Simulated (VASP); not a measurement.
# PbO2 (Pnnm) in VASP: notebook

Runs on PbO2. Level: PBE. Tasks: single point.

Program: VASP 6.6.1. These are calculated values, not measurements. Logs are shortened: lines on timing, memory, paths and dates and some standing lists are left out, and cuts for length are marked.

## 1. The cell of the first run

The structure is orthorhombic, space group Pnnm (No. 58). Conventional cell: a = 4.853 Å, b = 5.222 Å, c = 3.460 Å, α = 90.00°, β = 90.00°, γ = 90.00°. Within 2.9 Å of Pb (site symmetry 2/m) lie 6 O at 2.20 to 2.21 Å. O (site symmetry m) has 3 Pb at 2.20 to 2.21 Å and 1 O at 2.75 Å within 2.9 Å.

## 2. Single point, PBE (uniaxial strain along a: -4.5 %, then relaxed in part)

The input, INCAR:

```
PREC = Accurate
ENCUT = 520
EDIFF = 1E-7
ISMEAR = 0
SIGMA = 0.1
LREAL = False
LASPH = True
NELM = 80
ALGO = Normal
ISIF = 2
LWAVE = False
LCHARG = True
GGA = PE
LELF = True
LVHAR = True
NBANDS = 35
```

The input, KPOINTS:

```
Automatic mesh
0
Gamma
  8 8 10
```

The input, POSCAR:

```
PbO2
1.0
    4.8527997648      0.0000000000      0.0000000000
    0.0000000000      5.2215254372      0.0000000000
    0.0000000000      0.0000000000      3.4596884776
Pb O
2 4
Direct
    0.0000000000      0.0000000000      0.0000000000
    0.5000000000      0.5000000000      0.5000000000
    0.2888711034      0.3247160304      0.0000000000
    0.2111288966      0.8247160304      0.5000000000
    0.7111288966      0.6752839696      0.0000000000
    0.7888711034      0.1752839696      0.5000000000
```

Potentials or basis: VASP PAW PBE potentials, release 64 (Pb_d, O).

Started as:

```bash
> cat potpaw_PBE.64/Pb_d/POTCAR potpaw_PBE.64/O/POTCAR > POTCAR
> mpirun -np 1 vasp_std > vasp.out
```

OUTCAR:

```text
PREC = Accurate
   ENCUT = 520
   EDIFF = 1E-7
   ISMEAR = 0
   LREAL = False
   LASPH = True
   NELM = 80
   ISIF = 2
   GGA = PE

 ion  position               nearest neighbor table
   1  0.000  0.000  0.000-   3 2.20   5 2.20   4 2.21   6 2.21   4 2.21   6 2.21   2 3.96   2 3.96
                             2 3.96   2 3.96   2 3.96   2 3.96   2 3.96   2 3.96
   2  0.500  0.500  0.500-   4 2.20   6 2.20   5 2.21   3 2.21   3 2.21   5 2.21   1 3.96   1 3.96
                             1 3.96   1 3.96   1 3.96   1 3.96   1 3.96   1 3.96
   3  0.289  0.325  0.000-   1 2.20   2 2.21   2 2.21
   4  0.211  0.825  0.500-   2 2.20   1 2.21   1 2.21
   5  0.711  0.675  0.000-   1 2.20   2 2.21   2 2.21
   6  0.789  0.175  0.500-   2 2.20   1 2.21   1 2.21

  LATTYP: Found a simple orthorhombic cell.
 ALAT       =     3.4596884776
 B/A-ratio  =     1.4026695745
 C/A-ratio  =     1.5092472837

  Lattice vectors:

 A1 = (   0.0000000000,   0.0000000000,   3.4596884776)
 A2 = (   4.8527997648,   0.0000000000,   0.0000000000)
 A3 = (   0.0000000000,   5.2215254372,   0.0000000000)

Analysis of symmetry for initial positions (statically):
=====================================================================
 Subroutine PRICEL returns:
 Original cell was already a primitive cell.

 Routine SETGRP: Setting up the symmetry group for a
 simple orthorhombic supercell.

 Subroutine GETGRP returns: Found  8 space group operations
 (whereof  4 operations were pure point group operations)
 out of a pool of  8 trial point group operations.

The static configuration has the point symmetry C_2h.
 The point group associated with its full space group is D_2h.

Analysis of symmetry for dynamics (positions and initial velocities):
=====================================================================
 Subroutine PRICEL returns:
 Original cell was already a primitive cell.

 Routine SETGRP: Setting up the symmetry group for a
 simple orthorhombic supercell.

 Subroutine GETGRP returns: Found  8 space group operations
 (whereof  4 operations were pure point group operations)
 out of a pool of  8 trial point group operations.

The dynamic configuration has the point symmetry C_2h.
 The point group associated with its full space group is D_2h.

 Subroutine INISYM returns: Found  8 space group operations
 (whereof  4 operations are pure point group operations),
 and found     1 'primitive' translations

----------------------------------------------------------------------------------------

                                     Primitive cell

  volume of cell :      87.6651

  direct lattice vectors                    reciprocal lattice vectors
     4.852799765  0.000000000  0.000000000     0.206066611  0.000000000  0.000000000
     0.000000000  5.221525437  0.000000000     0.000000000  0.191514915  0.000000000
     0.000000000  0.000000000  3.459688478     0.000000000  0.000000000  0.289043365

  length of vectors
     4.852799765  5.221525437  3.459688478     0.206066611  0.191514915  0.289043365

  position of ions in fractional coordinates (direct lattice)
     0.000000000  0.000000000  0.000000000
     0.500000000  0.500000000  0.500000000
     0.288871103  0.324716030  0.000000000
     0.211128897  0.824716030  0.500000000
     0.711128897  0.675283970  0.000000000
     0.788871103  0.175283970  0.500000000

  ion indices of the primitive-cell ions
   primitive index   ion index
                 1           1
                 2           2
                 3           3
                 4           4
                 5           5
                 6           6

----------------------------------------------------------------------------------------

 KPOINTS: Automatic mesh

Automatic generation of k-mesh.
 Grid dimensions read from file:
 generate k-points for:    8    8   10

 Generating k-lattice:

  Cartesian coordinates                     Fractional coordinates (reciprocal lattice)
     0.025758326  0.000000000  0.000000000     0.125000000  0.000000000  0.000000000
     0.000000000  0.023939364  0.000000000     0.000000000  0.125000000  0.000000000
     0.000000000  0.000000000  0.028904337     0.000000000  0.000000000  0.100000000

  Length of vectors
     0.025758326  0.023939364  0.028904337

  Shift w.r.t. Gamma in fractional coordinates (k-lattice)
     0.000000000  0.000000000  0.000000000

 Subroutine IBZKPT returns following result:
 ===========================================

 Found    150 irreducible k-points:

 Following reciprocal coordinates:
            Coordinates               Weight
  0.000000  0.000000  0.000000      1.000000
  0.125000  0.000000  0.000000      2.000000
  0.250000  0.000000  0.000000      2.000000
  0.375000  0.000000  0.000000      2.000000
  0.500000  0.000000  0.000000      1.000000
  0.000000  0.125000  0.000000      2.000000
[... 16 lines left out ...]
  0.250000  0.500000  0.000000      2.000000
  0.375000  0.500000  0.000000      2.000000
 [... further k-points ...]
   k-points           NKPTS =    150   k-points in BZ     NKDIM =    150   number of bands    NBANDS=     35
   number of dos      NEDOS =    301   number of ions     NIONS =      6
   total plane-waves  NPLWV =  40320
   dimension x,y,z NGX =    36 NGY =   40 NGZ =   28
   dimension x,y,z NGXF=    72 NGYF=   80 NGZF=   56
   ions per type =               2   4
   NGX,Y,Z   is equivalent  to a cutoff of  12.33, 12.74, 13.45 a.u.
   NGXF,Y,Z  is equivalent  to a cutoff of  24.67, 25.47, 26.91 a.u.
 SYSTEM =  unknown system
   PREC   = accura    normal or accurate (medium, high low for compatibility)
   ISTART =      0    job   : 0-new  1-cont  2-samecut
   ICHARG =      2    charge: 1-file 2-atom 10-const
   ISPIN  =      1    spin polarized calculation?
   LNONCOLLINEAR =      F non collinear calculations
   LSORBIT =      F    spin-orbit coupling
   LASPH  =      T    aspherical Exc in radial PAW
   ENCUT  =  520.0 eV  38.22 Ry    6.18 a.u.   9.02  9.71  6.43*2*pi/ulx,y,z
   NELM   =     80;   NELMIN=  2; NELMDL= -5     # of ELM steps
   EDIFF  = 0.1E-06   stopping-criterion for ELM
   LREAL  =      F    real-space projection
   EDIFFG = 0.1E-05   stopping-criterion for IOM
   NSW    =      0    number of steps for IOM
   IBRION =     -1    ionic relax: 0-MD 1-quasi-New 2-CG
   NFREE  =      0    steps in history (QN), initial steepest desc. (CG)
   ISIF   =      2    stress and relaxation
   ISYM   =      2    0-nonsym 1-usesym 2-fastsym
   POTIM  = 0.5000    time-step for ionic-motion
   TEBEG  =    0.0;   TEEND  =   0.0 temperature during run
   PSTRESS=    0.0 pullay stress
   NELECT =      52.0000    total number of electrons
   NUPDOWN=      -1.0000    fix difference up-down
   EMIN   =  10.00;   EMAX   =-10.00  energy-range for DOS
   EFERMI =   0.00;   METHOD = LEGACY
   ISMEAR =     0;   SIGMA  =   0.10  broadening in eV -4-tet -1-fermi 0-gaus
   EFERMI_NEDOS =   21; number of points for ismear=-14 and -15
   IALGO  =     38    algorithm
   IMIX   =      4    mixing-type and parameters
     AMIX     =   0.40;   BMIX     =  1.00
     AMIX_MAG =   1.60;   BMIX_MAG =  1.00
  volume/ion in A,a.u.               =      14.61        98.60
  Fermi-wavevector in a.u.,A,eV,Ry     =   1.375520  2.599357 25.742988  1.892056
  Thomas-Fermi vector in A             =   2.500849
   LORBIT       =      0    0 simple, 1 ext, 2 COOP (PROOUT), +10 PAW based schemes
   GGA     = PE    functional components
   LHFCALC =     F    Hartree Fock is set to
   AEXX    =    0.0000 exact exchange contribution
   IVDW    =     0    specifies the selected vdW correction
   LEPSILON=     F    determine dielectric tensor
   LRPA    =     F    only Hartree local field effects (RPA)
 non-spin polarized calculation
 Gauss-broadening in eV      SIGMA  =   0.10
  energy-cutoff  :      520.00
  volume of cell :       87.67
 maximum number of plane-waves:      2384
   NGX = 19   NGY = 19   NGZ = 13

 number of electron      51.9999990 magnetization

 Free energy of the ion-electron system (eV)
  ---------------------------------------------------
  ext. energy  EPLUGINS =         0.00000000
  ---------------------------------------------------
  free energy    TOTEN  =       -31.84185454 eV

  energy without entropy =      -31.84108822  energy(sigma->0) =      -31.84147138

 E-fermi :   3.8838     XC(G=0): -10.4617

 val. band max:        3.7693643200   @ k =   0.2500   0.0000   0.1000
 cond. band min:       3.9533770451   @ k =   0.0000   0.0000   0.0000
 fundamental gap:      0.1840127251
 Fermi energy:         3.8837735696

 k-point     1 :       0.0000    0.0000    0.0000
  band No.  band energies     occupation
      1     -14.1276      2.00000
      2     -14.0728      2.00000
      3     -12.5426      2.00000
      4     -12.4466      2.00000
      5     -11.6147      2.00000
      6     -11.4587      2.00000
[... 27 lines left out ...]
     34      14.5417      0.00000
     35      15.6638      0.00000

 k-point     2 :       0.1250    0.0000    0.0000
  band No.  band energies     occupation
      1     -14.0873      2.00000
      2     -14.0474      2.00000
      3     -12.6887      2.00000
      4     -12.5332      2.00000
      5     -11.4570      2.00000
      6     -11.4338      2.00000
[... 27 lines left out ...]
     34      14.9726      0.00000
     35      15.6982      0.00000

 k-point     3 :       0.2500    0.0000    0.0000
  band No.  band energies     occupation
      1     -13.9745      2.00000
      2     -13.9738      2.00000
      3     -12.9543      2.00000
      4     -12.7493      2.00000
      5     -11.4190      2.00000
      6     -11.4189      2.00000
[... 27 lines left out ...]
     34      15.8351      0.00000
     35      15.8388      0.00000
[... 723 lines left out ...]
 k-point    23 :       0.2500    0.5000    0.0000
  band No.  band energies     occupation
      1     -13.9523      2.00000
      2     -13.9523      2.00000
      3     -12.8769      2.00000
      4     -12.8769      2.00000
      5     -11.4209      2.00000
      6     -11.4209      2.00000
[... 27 lines left out ...]
     34      15.1622      0.00000
     35      15.6468      0.00000

 k-point    24 :       0.3750    0.5000    0.0000
  band No.  band energies     occupation
      1     -14.0259      2.00000
      2     -14.0259      2.00000
      3     -12.6678      2.00000
      4     -12.6678      2.00000
      5     -11.4273      2.00000
      6     -11.4273      2.00000
[... 27 lines left out ...]
     34      15.1398      0.00000
     35      15.9068      0.00000

 [... further k-points ...]
[... 5 lines left out ...]
  --------------------------------------------------------------------------------------
  -------------------------------------------------------------------------------------
  Total        1.3371210      0.0979385      0.1900226     -0.0000000      0.0000000      0.0000000
  in kB       24.4373736      1.7899354      3.4728738     -0.0000000      0.0000000      0.0000000
  external PRESSURE =       9.9000609 kB  Pullay stress =       0.0000000 kB

 VOLUME and BASIS-vectors are now :
 -----------------------------------------------------------------------------
  energy-cutoff  :      520.00
  volume of cell :       87.67
      direct lattice vectors                 reciprocal lattice vectors
     4.852799765  0.000000000  0.000000000     0.206066611  0.000000000  0.000000000
     0.000000000  5.221525437  0.000000000     0.000000000  0.191514915  0.000000000
     0.000000000  0.000000000  3.459688478     0.000000000  0.000000000  0.289043365

 POSITION                                       TOTAL-FORCE (eV/Angst)
 -----------------------------------------------------------------------------------
      0.00000      0.00000      0.00000         0.000000      0.000000      0.000000
      2.42640      2.61076      1.72984         0.000000      0.000000      0.000000
      1.40183      1.69551      0.00000        -0.007844     -0.004853      0.000000
      1.02457      4.30628      1.72984         0.007844     -0.004853      0.000000
      3.45097      3.52601      0.00000         0.007844      0.004853      0.000000
      3.82823      0.91525      1.72984        -0.007844      0.004853      0.000000
 -----------------------------------------------------------------------------------
    total drift:                                0.000000      0.000000      0.000000

  FREE ENERGIE OF THE ION-ELECTRON SYSTEM (eV)
  ---------------------------------------------------
  free  energy   TOTEN  =       -31.8418545412 eV

  energy  without entropy=      -31.8410882152  energy(sigma->0) =      -31.84147138
```

Run time: 5.9 min. Hardware: 1 thread of Intel Xeon Platinum 8259CL at 2.50GHz (Skylake/Cascade Lake), shared host; peak memory 0.45 GiB.

Results:

- Free energy: -31.8419 eV
- Pressure: 1.0 GPa
- Largest force: 0.009 eV/Å
- Band gap on the k mesh: 0.18 eV, indirect (least direct gap 0.33 eV)

Forces on the atoms (eV/Å):
```
Pb   0.000  0.000  0.000
Pb   0.000  0.000  0.000
O   -0.008 -0.005  0.000
O    0.008 -0.005  0.000
O    0.008  0.005  0.000
O   -0.008  0.005  0.000
```

Levels at points of the mesh, in eV from the valence-band top:
```
           k point  band 22  band 23  band 24  band 25  band 26  band 27  band 28  band 29  band 30  band 31
(0.00, 0.00, 0.00)    -0.65    -0.56    -0.50    -0.48    -0.29     0.18     3.98     5.70     6.04     9.77
(0.50, 0.00, 0.00)    -1.02    -0.58    -0.58    -0.25    -0.25     2.17     2.17     6.19     6.19     9.68
(0.00, 0.50, 0.00)    -1.30    -0.52    -0.52    -0.21    -0.21     2.30     2.30     6.67     6.67     9.43
(0.50, 0.50, 0.00)    -1.37    -0.58    -0.58    -0.28    -0.28     2.61     2.61     6.57     6.57     9.89
(0.00, 0.00, 0.50)    -1.85    -0.93    -0.93    -0.56    -0.56     3.53     3.53     8.78     8.78     9.52
(0.50, 0.00, 0.50)    -1.09    -0.43    -0.43    -0.13    -0.13     3.85     3.85     7.34     7.34     9.56
(0.00, 0.50, 0.50)    -0.78    -0.71    -0.71    -0.13    -0.13     3.78     3.78     7.08     7.08     9.91
(0.50, 0.50, 0.50)    -1.75    -0.54    -0.54    -0.35    -0.35     2.71     2.71     8.16     8.16     9.61
```

Caveat: the cell differs from its parent crystal (uniaxial strain along a: -4.5 %, then relaxed in part); spin-orbit coupling is left out, which moves the levels of the heavy elements. A k mesh can miss the band edges.

(Continued in part 2 of 2.)
